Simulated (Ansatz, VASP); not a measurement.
## One calculation of AlZnC6N6, two programs

The input INCAR:

```
PREC = Accurate
ENCUT = 520
EDIFF = 1E-6
ISMEAR = 0
SIGMA = 0.1
LREAL = False
LASPH = True
NELM = 60
ALGO = Normal
ISIF = 2
LWAVE = False
LCHARG = True
GGA = PE
LELF = True
LVHAR = True
NBANDS = 48
```

KPOINTS

```
regular mesh
0
Gamma
  4 4 4
```

The input POSCAR:

```
AlZnC6N6
1.0
    0.0000000000      5.0495000000      5.0495000000
    5.0495000000      0.0000000000      5.0495000000
    5.0495000000      5.0495000000      0.0000000000
Al Zn C N
1 1 6 6
Direct
    0.5000000000      0.5000000000      0.5000000000
    0.0000000000      0.0000000000      0.0000000000
    0.8101792300      0.1898207700      0.1898207700
    0.1898207700      0.8101792300      0.1898207700
    0.1898207700      0.1898207700      0.8101792300
    0.1898207700      0.8101792300      0.8101792300
    0.8101792300      0.1898207700      0.8101792300
    0.8101792300      0.8101792300      0.1898207700
    0.6943261700      0.3056738300      0.3056738300
    0.3056738300      0.6943261700      0.3056738300
    0.3056738300      0.3056738300      0.6943261700
    0.3056738300      0.6943261700      0.6943261700
    0.6943261700      0.3056738300      0.6943261700
    0.6943261700      0.6943261700      0.3056738300
```

Input for Ansatz:

```yaml
crystal:
  lattice:
    - [0.0, 5.0495, 5.0495]
    - [5.0495, 0.0, 5.0495]
    - [5.0495, 5.0495, 0.0]
  atoms:
    - { symbol: Al, position: [0.5, 0.5, 0.5] }
    - { symbol: Zn, position: [0.0, 0.0, 0.0] }
    - { symbol: C, position: [0.81017923, 0.18982077, 0.18982077] }
    - { symbol: C, position: [0.18982077, 0.81017923, 0.18982077] }
    - { symbol: C, position: [0.18982077, 0.18982077, 0.81017923] }
    - { symbol: C, position: [0.18982077, 0.81017923, 0.81017923] }
    - { symbol: C, position: [0.81017923, 0.18982077, 0.81017923] }
    - { symbol: C, position: [0.81017923, 0.81017923, 0.18982077] }
    - { symbol: "N", position: [0.69432617, 0.30567383, 0.30567383] }
    - { symbol: "N", position: [0.30567383, 0.69432617, 0.30567383] }
    - { symbol: "N", position: [0.30567383, 0.30567383, 0.69432617] }
    - { symbol: "N", position: [0.30567383, 0.69432617, 0.69432617] }
    - { symbol: "N", position: [0.69432617, 0.30567383, 0.69432617] }
    - { symbol: "N", position: [0.69432617, 0.69432617, 0.30567383] }
basis:
  ecutwfc: 420
kpoints:
  mp_grid: { grid: [4, 4, 4] }
hamiltonian:
  xc: pbe
scf:
  occupations: { method: gaussian, width: 0.1 }
  lower_state_search: "off"
output:
  forces: true
  stress: true
  eigenvalues: true
```

Alike in both runs: task single point; functional PBE; k mesh 4 × 4 × 4; occupations gaussian, width 0.1 eV; no spin polarisation.

```csv
,VASP,Ansatz
version,VASP 6.6.1,Ansatz 0.2.0
potentials or method,"VASP PAW PBE potentials, release 64 (Al, Zn, C, N), cutoff 520 eV","scalar-relativistic, plane waves, PAW"
valence electrons in the cell,69,69
```

```csv
,VASP,Ansatz,Ansatz less VASP
gap on the k mesh at the Fermi level (eV),none,none,-
pressure (GPa),7.2,6.7,-0.49
rms of the force components (eV/Å),1.247,1.402,+0.1545
```

Atom by atom the forces differ by 0.198 eV/Å (rms over components). A gap of «none» marks a metal or a gap that the smearing closes. With one functional, cell and mesh, what is left measures potentials, basis and numerics.

Noted on VASP's run: the standard files for N, O and F lose accuracy on very short bonds.
